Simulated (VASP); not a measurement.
# CaO (Cmcm) in VASP: a series of runs

The runs below take CaO through single point, with PBE.

Everything below comes from runs of VASP 6.6.1. Logs are shortened: lines on timing, memory, paths and dates and some standing lists are left out, and cuts for length are marked.

## 1. The cell of the first run

The structure is orthorhombic, space group Cmcm (No. 63). Conventional cell: a = 4.298 Å, b = 6.428 Å, c = 4.808 Å, α = 90.00°, β = 90.00°, γ = 90.00°. Ca (site symmetry m2m) has 5 O at 2.14 to 2.40 Å within 2.8 Å. Within 2.8 Å of O (site symmetry m2m) lie 5 Ca at 2.14 to 2.40 Å.

## 2. Single point, PBE

File INCAR:

```
ALGO = Normal
EDIFF = 1E-7
ENCUT = 520
GGA = PE
ISIF = 2
ISMEAR = 0
LASPH = T
LCHARG = T
LELF = T
LREAL = F
LVHAR = T
LWAVE = F
NBANDS = 24
NELM = 100
PREC = Accurate
SIGMA = 0.05
```

File KPOINTS:

```
k-points
0
Gamma
  9 9 6
```

File POSCAR:

```
CaO
1.0
    4.2982166113      0.0000000000      0.0000000000
   -2.1491083056      3.2139340708      0.0000000000
    0.0000000000      0.0000000000      4.8077584735
Ca O
2 2
Direct
    0.3333333333      0.6666666667      0.7500000000
    0.6666666667      0.3333333333      0.2500000000
    0.3333333333      0.6666666667      0.2500000000
    0.6666666667      0.3333333333      0.7500000000
```

Potentials or basis: VASP PAW PBE potentials, release 64 (Ca_sv, O).

On the command line:

```sh
> cat potpaw_PBE.64/Ca_sv/POTCAR potpaw_PBE.64/O/POTCAR > POTCAR
> mpirun -np 1 vasp_std > vasp.out
```

OUTCAR:

```text
EDIFF = 1E-7
   ENCUT = 520
   GGA = PE
   ISIF = 2
   ISMEAR = 0
   LASPH = T
   LREAL = F
   NELM = 100
   PREC = Accurate

 ion  position               nearest neighbor table
   1  0.333  0.667  0.750-   4 2.14   4 2.40   4 2.40   3 2.40   3 2.40
   2  0.667  0.333  0.250-   3 2.14   3 2.40   3 2.40   4 2.40   4 2.40
   3  0.333  0.667  0.250-   2 2.14   2 2.40   2 2.40   1 2.40   1 2.40
   4  0.667  0.333  0.750-   1 2.14   1 2.40   1 2.40   2 2.40   2 2.40

  Warning from LATTYP: Monoclinic adjustment (A1->A3, A2->A1, A3->A2)!
  LATTYP: Found a base centered orthorhombic cell.
 ALAT       =     4.2982166113
 B/A-ratio  =     1.4954732911
 C/A-ratio  =     1.1185472740

  Lattice vectors:

 A1 = (   2.1491083056,  -3.2139340708,   0.0000000000)
 A2 = (   2.1491083057,   3.2139340708,   0.0000000000)
 A3 = (   0.0000000000,   0.0000000000,   4.8077584735)

Analysis of symmetry for initial positions (statically):
=====================================================================
 Subroutine PRICEL returns:
 Original cell was already a primitive cell.

 Routine SETGRP: Setting up the symmetry group for a
 base centered orthorhombic supercell.

 Subroutine GETGRP returns: Found  8 space group operations
 (whereof  4 operations were pure point group operations)
 out of a pool of  8 trial point group operations.

The static configuration has the point symmetry C_2h.
 The point group associated with its full space group is D_2h.

Analysis of symmetry for dynamics (positions and initial velocities):
=====================================================================
 Subroutine PRICEL returns:
 Original cell was already a primitive cell.

 Routine SETGRP: Setting up the symmetry group for a
 base centered orthorhombic supercell.

 Subroutine GETGRP returns: Found  8 space group operations
 (whereof  4 operations were pure point group operations)
 out of a pool of  8 trial point group operations.

The dynamic configuration has the point symmetry C_2h.
 The point group associated with its full space group is D_2h.

 Subroutine INISYM returns: Found  8 space group operations
 (whereof  4 operations are pure point group operations),
 and found     1 'primitive' translations

----------------------------------------------------------------------------------------

                                     Primitive cell

  volume of cell :      66.4153

  direct lattice vectors                    reciprocal lattice vectors
     4.298216611  0.000000000  0.000000000     0.232654631  0.155572575  0.000000000
    -2.149108306  3.213934071  0.000000000     0.000000000  0.311145150  0.000000000
     0.000000000  0.000000000  4.807758473     0.000000000  0.000000000  0.207997137

  length of vectors
     4.298216611  3.866269354  4.807758473     0.279876765  0.311145150  0.207997137

  position of ions in fractional coordinates (direct lattice)
     0.333333333  0.666666667  0.750000000
     0.666666667  0.333333333  0.250000000
     0.333333333  0.666666667  0.250000000
     0.666666667  0.333333333  0.750000000

  ion indices of the primitive-cell ions
   primitive index   ion index
                 1           1
                 2           2
                 3           3
                 4           4

----------------------------------------------------------------------------------------

 KPOINTS: k-points

Automatic generation of k-mesh.
 Grid dimensions read from file:
 generate k-points for:    9    9    6

 Generating k-lattice:

  Cartesian coordinates                     Fractional coordinates (reciprocal lattice)
     0.025850515  0.017285842  0.000000000     0.111111111  0.000000000  0.000000000
     0.000000000  0.034571683  0.000000000     0.000000000  0.111111111  0.000000000
     0.000000000  0.000000000  0.034666190     0.000000000  0.000000000  0.166666667

  Length of vectors
     0.031097418  0.034571683  0.034666190

  Shift w.r.t. Gamma in fractional coordinates (k-lattice)
     0.000000000  0.000000000  0.000000000

 Subroutine IBZKPT returns following result:
 ===========================================

 Found    100 irreducible k-points:

 Following reciprocal coordinates:
            Coordinates               Weight
  0.000000  0.000000  0.000000      1.000000
  0.111111  0.000000  0.000000      4.000000
  0.222222  0.000000  0.000000      4.000000
  0.333333  0.000000  0.000000      4.000000
  0.444444  0.000000  0.000000      4.000000
  0.000000  0.111111  0.000000      2.000000
[... 16 lines left out ...]
  0.333333  0.333333  0.000000      2.000000
  0.000000  0.444444  0.000000      2.000000
 [... further k-points ...]
   k-points           NKPTS =    100   k-points in BZ     NKDIM =    100   number of bands    NBANDS=     24
   number of dos      NEDOS =    301   number of ions     NIONS =      4
   total plane-waves  NPLWV =  34560
   dimension x,y,z NGX =    32 NGY =   30 NGZ =   36
   dimension x,y,z NGXF=    64 NGYF=   60 NGZF=   72
   ions per type =               2   2
   NGX,Y,Z   is equivalent  to a cutoff of  12.38, 12.90, 12.45 a.u.
   NGXF,Y,Z  is equivalent  to a cutoff of  24.75, 25.80, 24.90 a.u.
 SYSTEM =  unknown system
   PREC   = accura    normal or accurate (medium, high low for compatibility)
   ISTART =      0    job   : 0-new  1-cont  2-samecut
   ICHARG =      2    charge: 1-file 2-atom 10-const
   ISPIN  =      1    spin polarized calculation?
   LNONCOLLINEAR =      F non collinear calculations
   LSORBIT =      F    spin-orbit coupling
   LASPH  =      T    aspherical Exc in radial PAW
   ENCUT  =  520.0 eV  38.22 Ry    6.18 a.u.   7.99  7.19  8.94*2*pi/ulx,y,z
   NELM   =    100;   NELMIN=  2; NELMDL= -5     # of ELM steps
   EDIFF  = 0.1E-06   stopping-criterion for ELM
   LREAL  =      F    real-space projection
   EDIFFG = 0.1E-05   stopping-criterion for IOM
   NSW    =      0    number of steps for IOM
   IBRION =     -1    ionic relax: 0-MD 1-quasi-New 2-CG
   NFREE  =      0    steps in history (QN), initial steepest desc. (CG)
   ISIF   =      2    stress and relaxation
   ISYM   =      2    0-nonsym 1-usesym 2-fastsym
   POTIM  = 0.5000    time-step for ionic-motion
   TEBEG  =    0.0;   TEEND  =   0.0 temperature during run
   PSTRESS=    0.0 pullay stress
   NELECT =      32.0000    total number of electrons
   NUPDOWN=      -1.0000    fix difference up-down
   EMIN   =  10.00;   EMAX   =-10.00  energy-range for DOS
   EFERMI =   0.00;   METHOD = LEGACY
   ISMEAR =     0;   SIGMA  =   0.05  broadening in eV -4-tet -1-fermi 0-gaus
   EFERMI_NEDOS =   21; number of points for ismear=-14 and -15
   IALGO  =     38    algorithm
   IMIX   =      4    mixing-type and parameters
     AMIX     =   0.40;   BMIX     =  1.00
     AMIX_MAG =   1.60;   BMIX_MAG =  1.00
  volume/ion in A,a.u.               =      16.60       112.05
  Fermi-wavevector in a.u.,A,eV,Ry     =   1.283420  2.425312 22.411072  1.647167
  Thomas-Fermi vector in A             =   2.415674
   LORBIT       =      0    0 simple, 1 ext, 2 COOP (PROOUT), +10 PAW based schemes
   GGA     = PE    functional components
   LHFCALC =     F    Hartree Fock is set to
   AEXX    =    0.0000 exact exchange contribution
   IVDW    =     0    specifies the selected vdW correction
   LEPSILON=     F    determine dielectric tensor
   LRPA    =     F    only Hartree local field effects (RPA)
 non-spin polarized calculation
 Gauss-broadening in eV      SIGMA  =   0.05
  energy-cutoff  :      520.00
  volume of cell :       66.42
 maximum number of plane-waves:      1808
   NGX = 15   NGY = 15   NGZ = 17

 number of electron      31.9999991 magnetization

 Free energy of the ion-electron system (eV)
  ---------------------------------------------------
  ext. energy  EPLUGINS =         0.00000000
  ---------------------------------------------------
  free energy    TOTEN  =       -25.15278255 eV

  energy without entropy =      -25.15278255  energy(sigma->0) =      -25.15278255

 E-fermi :   1.6004     XC(G=0):  -9.3680

 val. band max:        1.2683478042   @ k =   0.0000   0.0000   0.0000
 cond. band min:       4.4728194161   @ k =   0.0000   0.0000   0.0000
 fundamental gap:      3.2044716120
 Fermi energy:         1.6004333165

 k-point     1 :       0.0000    0.0000    0.0000
  band No.  band energies     occupation
      1     -36.3521      2.00000
      2     -36.2226      2.00000
      3     -17.6876      2.00000
      4     -17.5406      2.00000
      5     -17.4205      2.00000
      6     -17.3303      2.00000
[... 16 lines left out ...]
     23       9.5075      0.00000
     24       9.9832      0.00000

 k-point     2 :       0.1111    0.0000    0.0000
  band No.  band energies     occupation
      1     -36.3478      2.00000
      2     -36.2242      2.00000
      3     -17.6731      2.00000
      4     -17.5683      2.00000
      5     -17.4760      2.00000
      6     -17.3327      2.00000
[... 16 lines left out ...]
     23       9.4067      0.00000
     24       9.9797      0.00000

 k-point     3 :       0.2222    0.0000    0.0000
  band No.  band energies     occupation
      1     -36.3361      2.00000
      2     -36.2289      2.00000
      3     -17.6560      2.00000
      4     -17.6332      2.00000
      5     -17.5928      2.00000
      6     -17.3895      2.00000
[... 16 lines left out ...]
     23       9.5466      0.00000
     24       9.8706      0.00000

 k-point     4 :       0.3333    0.0000    0.0000
  band No.  band energies     occupation
      1     -36.3208      2.00000
      2     -36.2361      2.00000
      3     -17.7671      2.00000
      4     -17.7197      2.00000
      5     -17.5790      2.00000
      6     -17.4332      2.00000
[... 16 lines left out ...]
     23       9.4705      0.00000
     24       9.6964      0.00000

 k-point     5 :       0.4444    0.0000    0.0000
  band No.  band energies     occupation
      1     -36.3089      2.00000
      2     -36.2429      2.00000
      3     -17.8394      2.00000
      4     -17.8006      2.00000
      5     -17.5342      2.00000
      6     -17.4522      2.00000
[... 451 lines left out ...]
 k-point    22 :       0.2222    0.3333    0.0000
  band No.  band energies     occupation
      1     -36.2820      2.00000
      2     -36.2586      2.00000
      3     -17.9393      2.00000
      4     -17.8087      2.00000
      5     -17.5623      2.00000
      6     -17.4349      2.00000
[... 16 lines left out ...]
     23       9.4758      0.00000
     24       9.7572      0.00000

 k-point    23 :       0.3333    0.3333    0.0000
  band No.  band energies     occupation
      1     -36.2867      2.00000
      2     -36.2563      2.00000
      3     -17.8978      2.00000
      4     -17.8091      2.00000
      5     -17.5790      2.00000
      6     -17.4501      2.00000
[... 16 lines left out ...]
     23       9.5956      0.00000
     24       9.9002      0.00000

 k-point    24 :       0.0000    0.4444    0.0000
  band No.  band energies     occupation
      1     -36.2806      2.00000
      2     -36.2580      2.00000
      3     -17.9775      2.00000
      4     -17.7956      2.00000
      5     -17.5457      2.00000
      6     -17.4351      2.00000
[... 16 lines left out ...]
     23       9.7614      0.00000
     24       9.9346      0.00000

 [... further k-points ...]
[... 5 lines left out ...]
  --------------------------------------------------------------------------------------
  -------------------------------------------------------------------------------------
  Total       -1.7206993      3.8253125      0.3256648      0.0000000      0.0000000      0.0000000
  in kB      -41.5095152     92.2804267      7.8562182      0.0000000      0.0000000      0.0000000
  external PRESSURE =      19.5423766 kB  Pullay stress =       0.0000000 kB

 VOLUME and BASIS-vectors are now :
 -----------------------------------------------------------------------------
  energy-cutoff  :      520.00
  volume of cell :       66.42
      direct lattice vectors                 reciprocal lattice vectors
     4.298216611  0.000000000  0.000000000     0.232654631  0.155572575  0.000000000
    -2.149108306  3.213934071  0.000000000     0.000000000  0.311145150  0.000000000
     0.000000000  0.000000000  4.807758473     0.000000000  0.000000000  0.207997137

 POSITION                                       TOTAL-FORCE (eV/Angst)
 -----------------------------------------------------------------------------------
     -0.00000      2.14262      3.60582        -0.000000     -1.170553      0.000000
      2.14911      1.07131      1.20194         0.000000      1.170553     -0.000000
     -0.00000      2.14262      1.20194        -0.000000     -0.947611      0.000000
      2.14911      1.07131      3.60582         0.000000      0.947611      0.000000
 -----------------------------------------------------------------------------------
    total drift:                               -0.000000      0.000000      0.000000

  FREE ENERGIE OF THE ION-ELECTRON SYSTEM (eV)
  ---------------------------------------------------
  free  energy   TOTEN  =       -25.1527825469 eV

  energy  without entropy=      -25.1527825469  energy(sigma->0) =      -25.15278255
```

Wall time 58 s (1 thread of Intel Xeon 6975P-C (Granite Rapids), shared host); peak memory 0.27 GiB.

What came out:

- Free energy: -25.1528 eV
- Pressure: 2.0 GPa
- Largest force: 1.171 eV/Å
- Band gap on the k mesh: 3.20 eV

Forces on the atoms (eV/Å):
```
Ca   0.000 -1.171  0.000
Ca   0.000  1.171  0.000
O    0.000 -0.948  0.000
O    0.000  0.948  0.000
```

Caveat: the cell differs from its parent crystal (strain +e along x and -e along y +0.0733, strain +e along z and -e/2 along x and y +0.0000); an odd mesh through Γ misses points on the zone boundary, where band edges can lie; forces of over 1 eV/Å act on the atoms, so gaps and moduli don't describe the material at rest.

## 3. Single point, PBE

This run uses another cell than the first one, of the same volume but with other edges.

File INCAR:

```
SYSTEM = CaO
PREC = Accurate ; ENCUT = 520
EDIFF = 1E-6 ; ISMEAR = 0
SIGMA = 0.05 ; LREAL = .FALSE.
LASPH = .TRUE. ; NELM = 60
ALGO = Normal ; ISIF = 2
LWAVE = .FALSE. ; LCHARG = .TRUE.
GGA = PE ; LELF = .TRUE.
LVHAR = .TRUE. ; NBANDS = 24
```

File KPOINTS:

```
regular mesh
0
G
  9 9 6
  0 0 0
```

POSCAR, as its differences from that of step 2:

```diff
@@ -2,4 +2,4 @@
 1.0
-    4.2982166113      0.0000000000      0.0000000000
-   -2.1491083056      3.2139340708      0.0000000000
+    3.7111314019      0.0000000000      0.0000000000
+   -1.8555657010      3.7223647763      0.0000000000
     0.0000000000      0.0000000000      4.8077584735
```

Potentials or basis: VASP PAW PBE potentials, release 64 (Ca_sv, O).

On the command line:

```sh
> cat potpaw_PBE.64/Ca_sv/POTCAR potpaw_PBE.64/O/POTCAR > POTCAR
> mpirun -np 1 vasp_std > vasp.out
```

It took 58 s on 1 thread of Intel Xeon 6975P-C (Granite Rapids), shared host; peak memory 0.27 GiB.

Results (log left out):

| Property | Result |
| --- | --- |
| Free energy | -25.1793 eV |
| Pressure | 1.6 GPa |
| Largest force | 0.746 eV/Å |
| Band gap on the k mesh | 3.18 eV |

Forces in eV/Å, atoms in the order of the input:
```
Ca   0.000  0.746  0.000
Ca   0.000 -0.746  0.000
O    0.000  0.552  0.000
O    0.000 -0.552  0.000
```

Stress tensor (GPa, compression positive):
```
 7.53  0.00  0.00
 0.00 -3.22  0.00
 0.00  0.00  0.57
```

Levels at points of the mesh, in eV from the valence-band top:
```tsv
k point	band 13	band 14	band 15	band 16	band 17	band 18	band 19	band 20
(0.00, 0.00, 0.00)	-1.09	-1.00	-0.96	0.00	3.18	6.01	6.33	7.62
(0.00, 0.00, 0.50)	-1.34	-1.34	-1.08	-1.08	4.94	4.94	7.64	7.64
```

Caveat: the cell differs from its parent crystal (strain +e along x and -e along y -0.0733, strain +e along z and -e/2 along x and y +0.0000); an odd mesh through Γ misses points on the zone boundary, where band edges can lie.

(Continued in part 2 of 2.)
